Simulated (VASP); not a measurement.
# BAs (F-43m) in VASP: notebook

Runs on BAs. Level: LDA. Tasks: electric field gradients.

All numbers are computed with VASP 6.6.1; they aren't measurements. Logs are shortened: lines on timing, memory, paths and dates and some standing lists are left out, and cuts for length are marked.

## 1. The cell of the first run

The structure is cubic, space group F-43m (No. 216). The conventional cell has a = 4.871 Å, b = 4.871 Å, c = 4.871 Å, α = 90.00°, β = 90.00°, γ = 90.00°. B (site symmetry -43m) has 4 As at 2.11 Å within 2.8 Å. As (site symmetry -43m) has 4 B at 2.11 Å within 2.8 Å.

## 2. Electric field gradients, LDA (14.44 Å³/atom)

INCAR reads:

```
SYSTEM = BAs
  PREC = Accurate
  ENCUT = 520
  EDIFF = 1E-8
  ISMEAR = -1
  SIGMA = 0.05
  LREAL = .FALSE.
  LASPH = .TRUE.
  NELM = 100
  ALGO = Normal
  ISIF = 2
  LWAVE = .FALSE.
  LCHARG = .FALSE.
  LEFG = .TRUE.
  NBANDS = 11
```

KPOINTS reads:

```
Automatic mesh
0
G
  13 13 13
  0 0 0
```

POSCAR reads:

```
BAs
1.0
    0.0000000000      2.4353452264      2.4353452264
    2.4353452264      0.0000000000      2.4353452264
    2.4353452264      2.4353452264      0.0000000000
B As
1 1
Direct
    0.0000000000      0.0000000000      0.0000000000
    0.7500000000      0.7500000000      0.7500000000
```

Potentials or basis: VASP PAW LDA potentials, release 64 (B, As).

Launch:

```bash
cat potpaw_LDA.64/B/POTCAR potpaw_LDA.64/As/POTCAR > POTCAR
mpirun -np 1 vasp_std > vasp.out
```

OUTCAR:

```text
SYSTEM = BAs
   PREC = Accurate
   ENCUT = 520
   EDIFF = 1E-8
   ISMEAR = -1
   LREAL = .FALSE.
   LASPH = .TRUE.
   NELM = 100
   ISIF = 2

 ion  position               nearest neighbor table
   1  0.000  0.000  0.000-   2 2.11   2 2.11   2 2.11   2 2.11
   2  0.750  0.750  0.750-   1 2.11   1 2.11   1 2.11   1 2.11

  LATTYP: Found a face centered cubic cell.
 ALAT       =     4.8706904528

  Lattice vectors:

 A1 = (   0.0000000000,   2.4353452264,   2.4353452264)
 A2 = (   2.4353452264,   0.0000000000,   2.4353452264)
 A3 = (   2.4353452264,   2.4353452264,   0.0000000000)

Analysis of symmetry for initial positions (statically):
=====================================================================
 Subroutine PRICEL returns:
 Original cell was already a primitive cell.

 Routine SETGRP: Setting up the symmetry group for a
 face centered cubic supercell.

 Subroutine GETGRP returns: Found 24 space group operations
 (whereof 24 operations were pure point group operations)
 out of a pool of 48 trial point group operations.

The static configuration has the point symmetry T_d .

Analysis of symmetry for dynamics (positions and initial velocities):
=====================================================================
 Subroutine PRICEL returns:
 Original cell was already a primitive cell.

 Routine SETGRP: Setting up the symmetry group for a
 face centered cubic supercell.

 Subroutine GETGRP returns: Found 24 space group operations
 (whereof 24 operations were pure point group operations)
 out of a pool of 48 trial point group operations.

The dynamic configuration has the point symmetry T_d .

 Subroutine INISYM returns: Found 24 space group operations
 (whereof 24 operations are pure point group operations),
 and found     1 'primitive' translations

----------------------------------------------------------------------------------------

                                     Primitive cell

  volume of cell :      28.8876

  direct lattice vectors                    reciprocal lattice vectors
     0.000000000  2.435345226  2.435345226    -0.205309701  0.205309701  0.205309701
     2.435345226  0.000000000  2.435345226     0.205309701 -0.205309701  0.205309701
     2.435345226  2.435345226  0.000000000     0.205309701  0.205309701 -0.205309701

  length of vectors
     3.444098248  3.444098248  3.444098248     0.355606833  0.355606833  0.355606833

  position of ions in fractional coordinates (direct lattice)
     0.000000000  0.000000000  0.000000000
     0.750000000  0.750000000  0.750000000

  ion indices of the primitive-cell ions
   primitive index   ion index
                 1           1
                 2           2

----------------------------------------------------------------------------------------

 KPOINTS: Automatic mesh

Automatic generation of k-mesh.
 Grid dimensions read from file:
 generate k-points for:   13   13   13

 Generating k-lattice:

  Cartesian coordinates                     Fractional coordinates (reciprocal lattice)
    -0.015793054  0.015793054  0.015793054     0.076923077  0.000000000  0.000000000
     0.015793054 -0.015793054  0.015793054     0.000000000  0.076923077  0.000000000
     0.015793054  0.015793054 -0.015793054     0.000000000  0.000000000  0.076923077

  Length of vectors
     0.027354372  0.027354372  0.027354372

  Shift w.r.t. Gamma in fractional coordinates (k-lattice)
     0.000000000  0.000000000  0.000000000

 Subroutine IBZKPT returns following result:
 ===========================================

 Found     84 irreducible k-points:

 Following reciprocal coordinates:
            Coordinates               Weight
  0.000000  0.000000  0.000000      1.000000
  0.076923  0.000000  0.000000      8.000000
  0.153846  0.000000  0.000000      8.000000
  0.230769  0.000000  0.000000      8.000000
  0.307692  0.000000  0.000000      8.000000
  0.384615  0.000000  0.000000      8.000000
[... 16 lines left out ...]
  0.384615  0.153846  0.000000     24.000000
  0.461538  0.153846  0.000000     24.000000
 [... further k-points ...]
   k-points           NKPTS =     84   k-points in BZ     NKDIM =     84   number of bands    NBANDS=     11
   number of dos      NEDOS =    301   number of ions     NIONS =      2
   total plane-waves  NPLWV =  21952
   dimension x,y,z NGX =    28 NGY =   28 NGZ =   28
   dimension x,y,z NGXF=    56 NGYF=   56 NGZF=   56
   ions per type =               1   1
   NGX,Y,Z   is equivalent  to a cutoff of  13.52, 13.52, 13.52 a.u.
   NGXF,Y,Z  is equivalent  to a cutoff of  27.03, 27.03, 27.03 a.u.
 SYSTEM =  BAs
   PREC   = accura    normal or accurate (medium, high low for compatibility)
   ISTART =      0    job   : 0-new  1-cont  2-samecut
   ICHARG =      2    charge: 1-file 2-atom 10-const
   ISPIN  =      1    spin polarized calculation?
   LNONCOLLINEAR =      F non collinear calculations
   LSORBIT =      F    spin-orbit coupling
   LASPH  =      T    aspherical Exc in radial PAW
   ENCUT  =  520.0 eV  38.22 Ry    6.18 a.u.   6.40  6.40  6.40*2*pi/ulx,y,z
   NELM   =    100;   NELMIN=  2; NELMDL= -5     # of ELM steps
   EDIFF  = 0.1E-07   stopping-criterion for ELM
   LREAL  =      F    real-space projection
   EDIFFG = 0.1E-06   stopping-criterion for IOM
   NSW    =      0    number of steps for IOM
   IBRION =     -1    ionic relax: 0-MD 1-quasi-New 2-CG
   NFREE  =      0    steps in history (QN), initial steepest desc. (CG)
   ISIF   =      2    stress and relaxation
   ISYM   =      2    0-nonsym 1-usesym 2-fastsym
   POTIM  = 0.5000    time-step for ionic-motion
   TEBEG  =    0.0;   TEEND  =   0.0 temperature during run
   PSTRESS=    0.0 pullay stress
   NELECT =       8.0000    total number of electrons
   NUPDOWN=      -1.0000    fix difference up-down
   EMIN   =  10.00;   EMAX   =-10.00  energy-range for DOS
   EFERMI =   0.00;   METHOD = LEGACY
   ISMEAR =    -1;   SIGMA  =   0.05  broadening in eV -4-tet -1-fermi 0-gaus
   EFERMI_NEDOS =   21; number of points for ismear=-14 and -15
   IALGO  =     38    algorithm
   IMIX   =      4    mixing-type and parameters
     AMIX     =   0.40;   BMIX     =  1.00
     AMIX_MAG =   1.60;   BMIX_MAG =  1.00
  volume/ion in A,a.u.               =      14.44        97.47
  Fermi-wavevector in a.u.,A,eV,Ry     =   1.067090  2.016507 15.492690  1.138681
  Thomas-Fermi vector in A             =   2.202695
   LORBIT       =      0    0 simple, 1 ext, 2 COOP (PROOUT), +10 PAW based schemes
   GGA     = CA    functional components
   LHFCALC =     F    Hartree Fock is set to
   AEXX    =    0.0000 exact exchange contribution
   IVDW    =     0    specifies the selected vdW correction
   LEPSILON=     F    determine dielectric tensor
   LRPA    =     F    only Hartree local field effects (RPA)
 non-spin polarized calculation
  energy-cutoff  :      520.00
  volume of cell :       28.89
 maximum number of plane-waves:       794
 NGX is ok and might be reduce to    28
   NGX = 13   NGY = 13   NGZ = 13

 number of electron       7.9999999 magnetization

 Free energy of the ion-electron system (eV)
  ---------------------------------------------------
  ext. energy  EPLUGINS =         0.00000000
  ---------------------------------------------------
  free energy    TOTEN  =       -12.85290702 eV

  energy without entropy =      -12.85290697  energy(sigma->0) =      -12.85290699

 E-fermi :   6.0875     XC(G=0): -10.5433

 val. band max:        5.5154483589   @ k =   0.0000   0.0000   0.0000
 cond. band min:       6.6911640269   @ k =   0.3846   0.3846   0.0000
 fundamental gap:      1.1757156680
 Fermi energy:         6.0874900231

 k-point     1 :       0.0000    0.0000    0.0000
  band No.  band energies     occupation
      1      -9.3473      2.00000
      2       5.5154      1.99998
      3       5.5154      1.99998
      4       5.5154      1.99998
      5       8.6922      0.00000
      6       8.6922      0.00000
      7       8.6922      0.00000
      8       9.4789      0.00000
      9      14.5895      0.00000
     10      18.3102      0.00000
     11      18.3102      0.00000

 k-point     2 :       0.0769    0.0000    0.0000
  band No.  band energies     occupation
      1      -9.2555      2.00000
      2       4.6281      2.00000
      3       5.3391      2.00000
      4       5.3391      2.00000
      5       8.7300      0.00000
      6       8.9243      0.00000
      7       8.9243      0.00000
      8      10.1181      0.00000
      9      14.9609      0.00000
     10      17.5238      0.00000
     11      17.5238      0.00000
[... 295 lines left out ...]
 k-point    24 :       0.4615    0.1538    0.0000
  band No.  band energies     occupation
      1      -6.8034      2.00000
      2      -1.9700      2.00000
      3       2.3837      2.00000
      4       3.1175      2.00000
      5       8.4418      0.00000
      6      10.5608      0.00000
      7      11.5970      0.00000
      8      13.1218      0.00000
      9      16.7965      0.00000
     10      18.9875      0.00000
     11      20.0354      0.00000

 [... further k-points ...]
[... 5 lines left out ...]
  --------------------------------------------------------------------------------------
  -------------------------------------------------------------------------------------
  Total       -1.8064979     -1.8064979     -1.8064979     -0.0000000      0.0000000     -0.0000000
  in kB     -100.1927842   -100.1927842   -100.1927842     -0.0000000      0.0000000     -0.0000000
  external PRESSURE =    -100.1927842 kB  Pullay stress =       0.0000000 kB

 VOLUME and BASIS-vectors are now :
 -----------------------------------------------------------------------------
  energy-cutoff  :      520.00
  volume of cell :       28.89
      direct lattice vectors                 reciprocal lattice vectors
     0.000000000  2.435345226  2.435345226    -0.205309701  0.205309701  0.205309701
     2.435345226  0.000000000  2.435345226     0.205309701 -0.205309701  0.205309701
     2.435345226  2.435345226  0.000000000     0.205309701  0.205309701 -0.205309701

 POSITION                                       TOTAL-FORCE (eV/Angst)
 -----------------------------------------------------------------------------------
      0.00000      0.00000      0.00000         0.000000      0.000000     -0.000000
      3.65302      3.65302      3.65302        -0.000000     -0.000000      0.000000
 -----------------------------------------------------------------------------------
    total drift:                                0.000000      0.000000      0.000000

  FREE ENERGIE OF THE ION-ELECTRON SYSTEM (eV)
  ---------------------------------------------------
  free  energy   TOTEN  =       -12.8529070176 eV

  energy  without entropy=      -12.8529069664  energy(sigma->0) =      -12.85290699

 Electric field gradients (V/A^2)
---------------------------------------------------------------------
 ion       V_xx      V_yy      V_zz      V_xy      V_xz      V_yz
---------------------------------------------------------------------
   1      -0.000    -0.000    -0.000    -0.000    -0.000    -0.000
   2      -0.000    -0.000    -0.000     0.000     0.000     0.000
---------------------------------------------------------------------

 Electric field gradients after diagonalization (V/A^2)
 (convention: |V_zz| > |V_xx| > |V_yy|)
----------------------------------------------------------------------
 ion       V_xx      V_yy      V_zz     asymmetry (V_yy - V_xx)/ V_zz
----------------------------------------------------------------------
   1       0.000     0.000    -0.000       0.000
   2      -0.000    -0.000     0.000       0.000
----------------------------------------------------------------------

           NMR quadrupolar parameters

 Cq : quadrupolar parameter    Cq=e*Q*V_zz/h
 eta: asymmetry parameters     (V_yy - V_xx)/ V_zz
 Q  : nuclear electric quadrupole moment in mb (millibarn)
----------------------------------------------------------------------
 ion       Cq(MHz)       eta       Q (mb)
----------------------------------------------------------------------
   1      -0.000       0.000       1.000
   2       0.000       0.000       1.000
----------------------------------------------------------------------
```

Run time: 23 s. Hardware: 1 thread of Intel Xeon 6975P-C (Granite Rapids), shared host; peak memory 0.15 GiB.

Results:

```yaml
Free_energy: -12.8529 eV
Pressure: -10.0 GPa
Band_gap_on_the_k_mesh: 1.18 eV (least direct gap 3.18 eV)
Largest_electric_field_gradient_by_atom: zero within the noise of the run
```

Levels at points of the mesh, in eV from the valence-band top:
```tsv
k point	band 2	band 3	band 4	band 5	band 6	band 7
(0.00, 0.00, 0.00)	0.00	0.00	0.00	3.18	3.18	3.18
```

Caveat: the cell stands under tension; an odd mesh through Γ misses points on the zone boundary, where band edges can lie.

## 3. Electric field gradients, LDA (14.44 Å³/atom)

INCAR reads:

```
ALGO = Normal ; EDIFF = 1E-8
ENCUT = 520 ; GGA = CA
ISIF = 2 ; ISMEAR = -1
LASPH = T ; LCHARG = F
LEFG = T ; LREAL = F
LWAVE = F ; NBANDS = 11
NELM = 100 ; PREC = Accurate
SIGMA = 0.05
```

KPOINTS reads:

```
k-points
0
Gamma
  13 13 13
```

POSCAR is that of step 2.

Potentials or basis: VASP PAW LDA potentials, release 64 (B, As).

Launch:

```bash
cat potpaw_LDA.64/B/POTCAR potpaw_LDA.64/As/POTCAR > POTCAR
mpirun -np 1 vasp_std > vasp.out
```

OUTCAR:

```text
EDIFF = 1E-8
   ENCUT = 520
   GGA = CA
   ISIF = 2
   ISMEAR = -1
   LASPH = T
   LREAL = F
   NELM = 100
   PREC = Accurate

 ion  position               nearest neighbor table
   1  0.000  0.000  0.000-   2 2.11   2 2.11   2 2.11   2 2.11
   2  0.750  0.750  0.750-   1 2.11   1 2.11   1 2.11   1 2.11

  LATTYP: Found a face centered cubic cell.
 ALAT       =     4.8706904528

  Lattice vectors:

 A1 = (   0.0000000000,   2.4353452264,   2.4353452264)
 A2 = (   2.4353452264,   0.0000000000,   2.4353452264)
 A3 = (   2.4353452264,   2.4353452264,   0.0000000000)

Analysis of symmetry for initial positions (statically):
=====================================================================
 Subroutine PRICEL returns:
 Original cell was already a primitive cell.

 Routine SETGRP: Setting up the symmetry group for a
 face centered cubic supercell.

 Subroutine GETGRP returns: Found 24 space group operations
[... 523 lines left out ...]
  volume of cell :       28.89
      direct lattice vectors                 reciprocal lattice vectors
     0.000000000  2.435345226  2.435345226    -0.205309701  0.205309701  0.205309701
     2.435345226  0.000000000  2.435345226     0.205309701 -0.205309701  0.205309701
     2.435345226  2.435345226  0.000000000     0.205309701  0.205309701 -0.205309701

 POSITION                                       TOTAL-FORCE (eV/Angst)
 -----------------------------------------------------------------------------------
      0.00000      0.00000      0.00000         0.000000      0.000000     -0.000000
      3.65302      3.65302      3.65302        -0.000000     -0.000000      0.000000
 -----------------------------------------------------------------------------------
    total drift:                                0.000000      0.000000      0.000000

  FREE ENERGIE OF THE ION-ELECTRON SYSTEM (eV)
  ---------------------------------------------------
  free  energy   TOTEN  =       -12.8529070176 eV

  energy  without entropy=      -12.8529069664  energy(sigma->0) =      -12.85290699

 Electric field gradients (V/A^2)
---------------------------------------------------------------------
 ion       V_xx      V_yy      V_zz      V_xy      V_xz      V_yz
---------------------------------------------------------------------
   1      -0.000    -0.000    -0.000    -0.000    -0.000    -0.000
   2      -0.000    -0.000    -0.000     0.000     0.000     0.000
---------------------------------------------------------------------

 Electric field gradients after diagonalization (V/A^2)
 (convention: |V_zz| > |V_xx| > |V_yy|)
----------------------------------------------------------------------
 ion       V_xx      V_yy      V_zz     asymmetry (V_yy - V_xx)/ V_zz
----------------------------------------------------------------------
   1       0.000     0.000    -0.000       0.000
   2      -0.000    -0.000     0.000       0.000
----------------------------------------------------------------------

           NMR quadrupolar parameters

 Cq : quadrupolar parameter    Cq=e*Q*V_zz/h
 eta: asymmetry parameters     (V_yy - V_xx)/ V_zz
 Q  : nuclear electric quadrupole moment in mb (millibarn)
----------------------------------------------------------------------
 ion       Cq(MHz)       eta       Q (mb)
----------------------------------------------------------------------
   1      -0.000       0.000       1.000
   2       0.000       0.000       1.000
----------------------------------------------------------------------
```

stdout:

```text
POSCAR found type information on POSCAR B As
 POSCAR found :  2 types and       2 ions
 scaLAPACK will be used
 LDA part: xc-table for (Slater(with rela. corr.)+CA(PZ))
 , standard interpolation
 POSCAR, INCAR and KPOINTS ok, starting setup
 FFT: planning ... GRIDC
 FFT: planning ... GRID_SOFT
 FFT: planning ... GRID
 WAVECAR not read
 entering main loop
ion   1

ion   2
```

Run time: 25 s. Hardware: 1 thread of Intel Xeon 6975P-C (Granite Rapids), shared host; peak memory 0.15 GiB.

What came out:

* Free energy: -12.8529 eV
* Pressure: -10.0 GPa
* Band gap on the k mesh: 1.18 eV (least direct gap 3.18 eV)
* Largest electric field gradient by atom: zero within the noise of the run

Caveat: the cell stands under tension; an odd mesh through Γ misses points on the zone boundary, where band edges can lie.
